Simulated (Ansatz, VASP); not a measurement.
GaN in VASP and in Ansatz

Contents of INCAR:

```
SYSTEM = GaN
PREC = Accurate
ENCUT = 520
EDIFF = 1E-7
ISMEAR = -1
SIGMA = 0.02
LREAL = .FALSE.
LASPH = .TRUE.
NELM = 60
ALGO = Normal
ISIF = 2
LWAVE = .FALSE.
LCHARG = .FALSE.
GGA = PS
NBANDS = 16
```

KPOINTS

```
regular mesh
0
G
  13 13 13
  0 0 0
```

File POSCAR:

```
GaN
1.0
    0.0000000000      1.9991196500      1.9991196500
    1.9991196500      0.0000000000      1.9991196500
    1.9991196500      1.9991196500      0.0000000000
Ga N
1 1
Direct
    0.5000000000      0.5000000000      0.5000000000
    0.0000000000      0.0000000000      0.0000000000
```

Input for Ansatz:

```yaml
crystal:
  lattice:
    - [0.0, 1.99911965, 1.99911965]
    - [1.99911965, 0.0, 1.99911965]
    - [1.99911965, 1.99911965, 0.0]
  atoms:
    - { symbol: Ga, position: [0.5, 0.5, 0.5] }
    - { symbol: "N", position: [0.0, 0.0, 0.0] }
kpoints:
  mp_grid: { grid: [13, 13, 13] }
  band_path:
    path:
      - [0.0, 0.0, 0.0]
      - [0.5, 0.0, 0.5]
      - [0.625, 0.25, 0.625]
      - [0.375, 0.375, 0.75]
      - [0.0, 0.0, 0.0]
      - [0.5, 0.5, 0.5]
      - [0.5, 0.25, 0.75]
      - [0.5, 0.0, 0.5]
    npoints: 5
scf:
  occupations: { method: fermi_dirac, width: 0.02 }
hamiltonian:
  xc: pbesol
  pseudopotentials: { kind: all_electron, lapw: { basis_error: 0.001 } }
output:
  forces: true
  stress: true
  eigenvalues: true
```

Change from the starting cell: volume scaled by 1.01.

Alike in both runs: task single point; functional PBEsol; k mesh 13 × 13 × 13; occupations fermi-dirac, width 0.02 eV; no spin polarisation.

|  | VASP | Ansatz |
| --- | --- | --- |
| version | VASP 6.6.1 | Ansatz 0.2.0 |
| potentials or method | VASP PAW PBE potentials, release 64 (Ga_d, N), cutoff 520 eV | all-electron LAPW, scalar-relativistic |

```csv
,VASP,Ansatz,Ansatz less VASP
gap on the k mesh at the Fermi level (eV),1.74,1.76,+0.013
pressure (GPa),54.8,54.2,-0.65
```

VASP's potentials were made for PBE, not for PBEsol. Both programs put the cell under a high pressure, so it lies far from rest at this level. Ansatz ran all-electron here, and VASP with PAW potentials.
